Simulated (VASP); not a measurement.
# Al32O in VASP: further runs, part 2 of 2

VASP 6.6.1. The steps go on from the part before.

## Step 3: Single point, PBE+D3(BJ)

INCAR

```
PREC = Accurate ; ENCUT = 520
EDIFF = 1E-7 ; ISMEAR = 0
SIGMA = 0.1 ; LREAL = Auto
LASPH = T ; NELM = 80
ALGO = Normal ; ISIF = 2
LWAVE = F ; LCHARG = F
LDIPOL = T ; IDIPOL = 3
DIPOL = 0.5 0.5 0.370 ; GGA = PE
IVDW = 12 ; NBANDS = 73
```

KPOINTS

```
regular mesh
0
Gamma
  6 6 1
```

POSCAR

```
Al32O
1.0
    5.6288445222      0.0000000000      0.0000000000
   -2.8144222611      4.8747223502      0.0000000000
    0.0000000000      0.0000000000     33.5549453352
Al O
32 1
Direct
    0.1666666667      0.3333333333      0.1192074658
    0.1666666667      0.8333333333      0.1192074658
    0.6666666667      0.3333333333      0.1192074658
    0.6666666667      0.8333333333      0.1192074658
    0.0000000000      0.0000000000      0.1880575786
    0.0000000000      0.5000000000      0.1880575786
    0.5000000000      0.0000000000      0.1880575786
    0.5000000000      0.5000000000      0.1880575786
    0.3333333333      0.1666666667      0.2569076914
    0.3333333333      0.6666666667      0.2569076914
    0.8333333333      0.1666666667      0.2569076914
    0.8333333333      0.6666666667      0.2569076914
    0.0000000000      0.0000000000      0.3257578042
    0.0000000000      0.5000000000      0.3257578042
    0.5000000000      0.0000000000      0.3257578042
    0.5000000000      0.5000000000      0.3257578042
    0.1666666667      0.3333333333      0.3941383343
    0.1666666667      0.8333333333      0.3941383343
    0.6666666667      0.3333333333      0.3941383343
    0.6666666667      0.8333333333      0.3941383343
    0.0000000000      0.0000000000      0.4632563468
    0.0000000000      0.5000000000      0.4632563468
    0.5000000000      0.0000000000      0.4632563468
    0.5000000000      0.5000000000      0.4632563468
    0.3333333333      0.1666666667      0.5326957441
    0.3333333333      0.6666666667      0.5326957441
    0.8333333333      0.1666666667      0.5326957441
    0.8333333333      0.6666666667      0.5326957441
    0.0000000000      0.0000000000      0.6036351761
    0.0000000000      0.5000000000      0.6036351761
    0.5000000000      0.0000000000      0.6036351761
    0.5000000000      0.5000000000      0.6036351761
    0.1666666667      0.3333333333      0.6781398422
```

Potentials or basis: VASP PAW PBE potentials, release 64 (Al, O).

On the command line:

```console
> cat potpaw_PBE.64/Al/POTCAR potpaw_PBE.64/O/POTCAR > POTCAR
> mpirun -np 1 vasp_std > vasp.out
```

OUTCAR:

```text
PREC = Accurate
   ENCUT = 520
   EDIFF = 1E-7
   ISMEAR = 0
   LREAL = Auto
   LASPH = T
   NELM = 80
   ISIF = 2
   GGA = PE
   IVDW = 12
 IVDW          = 12

 ion  position               nearest neighbor table
   1  0.167  0.333  0.119-   3 2.81   3 2.81   4 2.81   2 2.81   2 2.81   4 2.81   8 2.82   5 2.82
                             6 2.82
   2  0.167  0.833  0.119-   4 2.81   4 2.81   1 2.81   1 2.81   3 2.81   3 2.81   7 2.82   6 2.82
                             5 2.82
   3  0.667  0.333  0.119-   1 2.81   1 2.81   4 2.81   4 2.81   2 2.81   2 2.81   6 2.82   7 2.82
                             8 2.82
   4  0.667  0.833  0.119-   2 2.81   2 2.81   3 2.81   3 2.81   1 2.81   1 2.81   5 2.82   8 2.82
                             7 2.82
   5  0.000  0.000  0.188-   7 2.81   7 2.81   8 2.81   6 2.81   6 2.81   8 2.81   9 2.82   4 2.82
                            12 2.82   1 2.82   2 2.82  11 2.82
   6  0.000  0.500  0.188-   8 2.81   8 2.81   5 2.81   5 2.81   7 2.81   7 2.81  10 2.82   3 2.82
                            11 2.82   2 2.82  12 2.82   1 2.82
   7  0.500  0.000  0.188-   5 2.81   5 2.81   8 2.81   8 2.81   6 2.81   6 2.81  11 2.82   2 2.82
                             3 2.82  10 2.82   9 2.82   4 2.82
   8  0.500  0.500  0.188-   6 2.81   6 2.81   7 2.81   7 2.81   5 2.81   5 2.81  12 2.82   1 2.82
                             4 2.82   9 2.82   3 2.82  10 2.82
   9  0.333  0.167  0.257-  11 2.81  11 2.81  12 2.81  10 2.81  10 2.81  12 2.81  13 2.82   5 2.82
[... 32 lines left out ...]
                            23 2.84  29 2.88  32 2.88  31 2.88
  26  0.333  0.667  0.533-  28 2.81  28 2.81  25 2.81  25 2.81  27 2.81  27 2.81  22 2.84  23 2.84
                            24 2.84  30 2.88  31 2.88  32 2.88
  27  0.833  0.167  0.533-  25 2.81  25 2.81  28 2.81  28 2.81  26 2.81  26 2.81  23 2.84  22 2.84
                            21 2.84  31 2.88  30 2.88  29 2.88
  28  0.833  0.667  0.533-  26 2.81  26 2.81  27 2.81  27 2.81  25 2.81  25 2.81  24 2.84  21 2.84
                            22 2.84  32 2.88  29 2.88  30 2.88
  29  0.000  0.000  0.604-  31 2.81  31 2.81  32 2.81  30 2.81  30 2.81  32 2.81  25 2.88  28 2.88
                            27 2.88
  30  0.000  0.500  0.604-  32 2.81  32 2.81  29 2.81  29 2.81  31 2.81  31 2.81  26 2.88  27 2.88
                            28 2.88
  31  0.500  0.000  0.604-  29 2.81  29 2.81  32 2.81  32 2.81  30 2.81  30 2.81  27 2.88  26 2.88
                            25 2.88
[... 229 lines left out ...]
 dipolmoment           0.000000      0.000000      0.521292 electrons x Angstroem

 Free energy of the ion-electron system (eV)
  ---------------------------------------------------
  ext. energy  EPLUGINS =         0.00000000
  ---------------------------------------------------
  free energy    TOTEN  =      -119.85287757 eV

  energy without entropy =     -119.77128817  energy(sigma->0) =     -119.81208287

 E-fermi :   2.1494     XC(G=0):  -6.4358

 val. band max:        2.1430096842   @ k =   0.1667   0.1667   0.0000
 cond. band min:       2.1693745761   @ k =   0.1667   0.0000   0.0000
 fundamental gap:      0.0263648919
 Fermi energy:         2.1493897956

 k-point     1 :       0.0000    0.0000    0.0000
  band No.  band energies     occupation
      1     -12.8482      2.00000
      2      -9.0892      2.00000
      3      -8.7672      2.00000
      4      -8.2818      2.00000
      5      -7.5967      2.00000
      6      -6.7584      2.00000
[... 451 lines left out ...]
     62       4.8197      0.00000
     63       4.8377      0.00000
 [bands above 63 left out]

------------------------ aborting loop because EDIFF is reached ----------------------------------------

 vacuum level on the upper side and lower side of the slab       (xc-potential included)         1.498        -1.891

 Edisp (eV)   -9.86639

 E8    (eV) :    -4.4761

  FORCE on cell =-STRESS in cart. coord.  units (eV):
  Direction    XX          YY          ZZ          XY          YZ          ZX
  --------------------------------------------------------------------------------------
  -------------------------------------------------------------------------------------
  Total      -4.83686    -4.83686    -8.46740     0.00000     0.00000     0.00000
  in kB      -8.41682    -8.41682   -14.73448     0.00000     0.00000     0.00000
  external pressure =      -10.52 kB  Pullay stress =        0.00 kB

 VOLUME and BASIS-vectors are now :
 -----------------------------------------------------------------------------
  energy-cutoff  :      520.00
  volume of cell :      920.72
      direct lattice vectors                 reciprocal lattice vectors
     5.628844522  0.000000000  0.000000000     0.177656355  0.102569944  0.000000000
    -2.814422261  4.874722350  0.000000000     0.000000000  0.205139889  0.000000000
     0.000000000  0.000000000 33.554945335     0.000000000  0.000000000  0.029801866

 POSITION                                       TOTAL-FORCE (eV/Angst)
 -----------------------------------------------------------------------------------
      0.00000      1.62491      4.00000         0.000000      0.000000     -0.070648
     -1.40721      4.06227      4.00000        -0.008922     -0.005151     -0.100018
      2.81442      1.62491      4.00000         0.000000      0.010302     -0.100018
      1.40721      4.06227      4.00000         0.008922     -0.005151     -0.100018
      0.00000      0.00000      6.31026        -0.000000     -0.006784      0.087993
     -1.40721      2.43736      6.31026        -0.005875      0.003392      0.087993
[... 25 lines left out ...]
      1.40721      2.43736     20.25495        -0.250760     -0.144776      1.020384
      0.00000      1.62491     22.75495        -0.000000      0.000000     -3.272336
 -----------------------------------------------------------------------------------
    total drift:                               -0.000000     -0.000000      0.011328

  FREE ENERGIE OF THE ION-ELECTRON SYSTEM (eV)
  ---------------------------------------------------
  free  energy   TOTEN  =      -129.7192673940 eV

  energy  without entropy=     -129.6376779891  energy(sigma->0) =     -129.67847269

 vacuum level on the upper side and lower side of the slab         9.519         6.082
```

OSZICAR:

```text
N       E                     dE             d eps       ncg     rms          rms(c)
DAV:   1     0.318820807580E+03    0.31882E+03   -0.34219E+04  1022   0.107E+03
DAV:   2    -0.866012404878E+02   -0.40542E+03   -0.38652E+03  1304   0.179E+02
DAV:   3    -0.122990747052E+03   -0.36390E+02   -0.32500E+02  1484   0.435E+01
DAV:   4    -0.124893597220E+03   -0.19029E+01   -0.18802E+01  1428   0.111E+01
[... 25 lines left out ...]
DAV:  30    -0.119852864249E+03   -0.14286E-04   -0.12445E-05  1363   0.793E-03    0.217E-02
DAV:  31    -0.119852870579E+03   -0.63294E-05   -0.10683E-06  1372   0.307E-03    0.175E-02
DAV:  32    -0.119852872801E+03   -0.22226E-05   -0.18061E-07   828   0.132E-03    0.152E-02
DAV:  33    -0.119852877475E+03   -0.46735E-05   -0.34916E-06  1027   0.407E-03    0.146E-02
DAV:  34    -0.119852877572E+03   -0.97147E-07   -0.28253E-07  1010   0.153E-03
   1 F= -.12971927E+03 E0= -.12967847E+03  d E =-.815894E-01
```

stdout:

```text
POSCAR found type information on POSCAR AlO
 POSCAR found :  2 types and      33 ions
 scaLAPACK will be used
 LDA part: xc-table for (Slater+PW92), standard interpolation
 POSCAR, INCAR and KPOINTS ok, starting setup
 FFT: planning ... GRIDC
 FFT: planning ... GRID_SOFT
 FFT: planning ... GRID
 WAVECAR not read
 entering main loop
```

Wall time 20 min (1 thread of Intel Xeon 6975P-C (Granite Rapids), shared host); peak memory 0.95 GiB.

What came out:

| Item | Value |
| --- | --- |
| Free energy | -129.7193 eV |
| Largest force | 3.272 eV/Å |
| Band gap on the k mesh | zero (bands 51 and 52 overlap by 1.06 eV) |
| Dispersion energy per atom | -0.299 eV |

Forces on the atoms (eV/Å):
```
Al   0.000  0.000 -0.071
Al  -0.009 -0.005 -0.100
Al   0.000  0.010 -0.100
Al   0.009 -0.005 -0.100
Al   0.000 -0.007  0.088
Al  -0.006  0.003  0.088
Al   0.000  0.000  0.093
Al   0.006  0.003  0.088
Al   0.017 -0.010  0.002
Al   0.000  0.020  0.002
Al  -0.017 -0.010  0.002
Al   0.000  0.000 -0.002
Al   0.000 -0.010  0.009
Al  -0.009  0.005  0.009
Al   0.000  0.000  0.000
Al   0.009  0.005  0.009
Al   0.000  0.000  0.016
Al  -0.001 -0.001  0.032
Al   0.000  0.001  0.032
Al   0.001 -0.001  0.032
Al   0.000  0.029  0.002
Al   0.025 -0.015  0.002
Al   0.000  0.000  0.003
Al  -0.025 -0.015  0.002
Al  -0.046  0.027  0.018
Al   0.000 -0.054  0.018
Al   0.046  0.027  0.018
Al   0.000  0.000 -0.098
Al   0.000  0.290  1.020
Al   0.251 -0.145  1.020
Al   0.000  0.000  0.120
Al  -0.251 -0.145  1.020
O    0.000  0.000 -3.272
```

## Step 4: Single point, PBE+D3(BJ)

INCAR

```
PREC = Accurate ; ENCUT = 520
EDIFF = 1E-6 ; ISMEAR = 0
SIGMA = 0.1 ; LREAL = Auto
LASPH = True ; NELM = 80
ALGO = Normal ; ISIF = 2
LWAVE = False ; LCHARG = False
LDIPOL = True ; IDIPOL = 3
DIPOL = 0.5 0.5 0.370 ; GGA = PE
IVDW = 12 ; NBANDS = 73
```

KPOINTS is that of step 3.

POSCAR: that of step 3 with these lines changed.

```diff
@@ -40,2 +40,2 @@
     0.5000000000      0.5000000000      0.6036351761
-    0.1666666667      0.3333333333      0.6781398422
+    0.3333333333      0.1666666667      0.6781398422
```

On the command line:

```console
> cat potpaw_PBE.64/Al/POTCAR potpaw_PBE.64/O/POTCAR > POTCAR
> mpirun -np 1 vasp_std > vasp.out
```

Wall time 23 min (1 thread of Intel Xeon 6975P-C (Granite Rapids), shared host); peak memory 0.97 GiB.

Results (log left out):

| Property | Result |
| --- | --- |
| Free energy | -129.6876 eV |
| Largest force | 3.180 eV/Å |
| Band gap on the k mesh | zero (bands 51 and 52 overlap by 0.90 eV) |
| Dispersion energy per atom | -0.299 eV |

Forces in eV/Å, atoms in the order of the input:
```
Al  -0.035  0.020 -0.085
Al   0.000 -0.040 -0.085
Al   0.035  0.020 -0.085
Al   0.000  0.000 -0.102
Al  -0.015 -0.008  0.093
Al   0.000  0.000  0.083
Al   0.015 -0.008  0.093
Al   0.000  0.017  0.093
Al   0.000  0.000 -0.012
Al  -0.001 -0.001  0.004
Al   0.000  0.001  0.004
Al   0.001 -0.001  0.004
Al  -0.012 -0.007  0.011
Al   0.000  0.000  0.004
Al   0.012 -0.007  0.011
Al   0.000  0.014  0.011
Al   0.007 -0.004  0.026
Al   0.000  0.008  0.026
Al  -0.007 -0.004  0.026
Al   0.000  0.000  0.025
Al   0.038  0.022  0.009
Al   0.000  0.000 -0.028
Al  -0.038  0.022  0.009
Al   0.000 -0.044  0.009
Al   0.000  0.000  0.130
Al  -0.009 -0.005 -0.055
Al   0.000  0.010 -0.055
Al   0.009 -0.005 -0.055
Al   0.286  0.165  1.005
Al   0.000  0.000  0.053
Al  -0.286  0.165  1.005
Al   0.000 -0.330  1.005
O    0.000  0.000 -3.180
```

Levels at points of the mesh, in eV from the Fermi level:
```csv
k point,band 48,band 49,band 50,band 51,band 52,band 53,band 54,band 55
"(0.00, 0.00, 0.00)",-0.94,-0.81,-0.81,-0.75,-0.60,-0.59,-0.59,-0.22
"(0.50, 0.00, 0.00)",-0.22,-0.16,-0.07,0.07,0.08,0.49,0.58,0.61
```

## Step 5: Overview

```tsv
cell	gap on the mesh (eV)	largest force (eV/Å)
as given, atomic positions A	none	3.40
as given, atomic positions B	none	3.27
as given, atomic positions C	none	3.18
```

Alike in all rows: task single point; level PBE+D3(BJ); potentials or basis VASP PAW PBE potentials, release 64 (Al, O); no spin polarisation; k mesh 6 × 6 × 1; cutoff (eV) 520; smearing gaussian 0.1 eV.

Total energies depend on the potentials used, so only differences within one code and one set of settings carry meaning.
